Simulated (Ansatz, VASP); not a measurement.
# TaN: VASP beside Ansatz

```
CELL_PARAMETERS angstrom
0.00000 2.19648 2.19648
2.19648 0.00000 2.19648
2.19648 2.19648 0.00000
ATOMIC_POSITIONS crystal
Ta 0.50000 0.50000 0.50000
N 0.00000 0.00000 0.00000
```

Alike in both runs: task single point; functional LDA; k mesh 10 × 10 × 10; occupations fermi-dirac, width 0.05 eV; no spin polarisation.

|  | VASP | Ansatz |
| --- | --- | --- |
| version | VASP 6.6.1 | Ansatz 0.2.0 |
| potentials or method | VASP PAW LDA potentials, release 64 (Ta_sv_GW, N_h) | Ansatz PAW |
| plane-wave cutoff (eV) | 1330 | 420 |
| valence electrons in the cell | 18 | 18 |

```csv
,VASP,Ansatz,Ansatz less VASP
gap on the k mesh at the Fermi level (eV),none,none,-
pressure (GPa),-9.9,-10.9,-0.99
```

LDA's correlation is that of Perdew and Zunger in VASP and of Perdew and Wang (1992) in Ansatz. A gap of «none» marks a metal or a gap that the smearing closes.

Spin-orbit coupling is off throughout.
